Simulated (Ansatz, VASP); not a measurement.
One calculation of TaRhN2, two programs

INCAR

```
SYSTEM = TaRhN2
ALGO     = Normal         ! electronic algorithm
EDIFF    = 1E-6           ! SCF threshold, eV
ENCUT    = 520            ! plane-wave cutoff, eV
GGA      = PE             ! functional
ISIF     = 2              ! what is computed and relaxed
ISMEAR   = 0              ! smearing method
ISPIN    = 2              ! spin polarisation
LASPH    = .True.         ! aspherical terms in the spheres
LCHARG   = .False.        ! write CHGCAR
LMAXMIX  = 4              ! l up to which the mixer works
LORBIT   = 11             ! projections on sites
LREAL    = .False.        ! projectors in reciprocal space
LWAVE    = .False.        ! write WAVECAR
MAGMOM   = 0 1 0 0        ! initial moments
NBANDS   = 30             ! bands
NELM     = 150            ! most SCF steps
PREC     = Accurate       ! precision mode
SIGMA    = 0.1            ! smearing width, eV
```

KPOINTS

```
k-points
0
Gamma
  6 6 4
  0 0 0
```

POSCAR

```
TaRhN2
1.0
    3.0889570200      0.0000000000      0.0000000000
    0.0000000000      3.0889570200      0.0000000000
    0.0000000000      0.0000000000      4.3684449100
Ta Rh N
1 1 2
Direct
    0.0000000000      0.0000000000      0.0000000000
    0.5000000000      0.5000000000      0.5000000000
    0.0000000000      0.0000000000      0.5000000000
    0.5000000000      0.5000000000      0.0000000000
```

Input for Ansatz:

```yaml
crystal:
  lattice:
    - [3.08895702, 0.0, 0.0]
    - [0.0, 3.08895702, 0.0]
    - [0.0, 0.0, 4.36844491]
  atoms:
    - { symbol: Ta, position: [0.0, 0.0, 0.0] }
    - { symbol: Rh, position: [0.5, 0.5, 0.5], spin: 1.0 }
    - { symbol: "N", position: [0.0, 0.0, 0.5] }
    - { symbol: "N", position: [0.5, 0.5, 0.0] }
basis:
  ecutwfc: 420
kpoints:
  mp_grid: { grid: [6, 6, 4] }
hamiltonian:
  xc: pbe
scf:
  occupations: { method: gaussian, width: 0.1 }
  lower_state_search: "off"
output:
  forces: true
  stress: true
  eigenvalues: true
  populations: true
magnetization:
  spin_polarized: true
```

Alike in both runs: task single point; functional PBE; k mesh 6 × 6 × 4; occupations gaussian, width 0.1 eV; collinear spin.

|  | VASP | Ansatz |
| --- | --- | --- |
| version | VASP 6.6.1 | Ansatz 0.2.0 |
| potentials or method | VASP PAW PBE potentials, release 64 (Ta_pv, Rh_pv, N), cutoff 520 eV | scalar-relativistic, plane waves, PAW |
| valence electrons in the cell | 36 | 40 |

|  | VASP | Ansatz | Ansatz less VASP |
| --- | --- | --- | --- |
| gap on the k mesh at the Fermi level (eV) | none | none | - |
| pressure (GPa) | 5.4 | 5.1 | -0.31 |
| traceless stress, the component that is largest in VASP (GPa) | -8.74 | -8.83 | -0.094 |
| net moment per atom (μB) | 0.00 | 0.00 | 0.000 |

A gap of «none» marks a metal or a gap that the smearing closes. The functional is the same, so the differences come from potentials, cutoffs and numerics. VASP's potentials hold 36 valence electrons a cell and Ansatz's 40, so a difference there can come from the potentials and not from the codes. Ansatz's warnings: seeded moment not kept.

Neither program's run includes spin-orbit coupling.
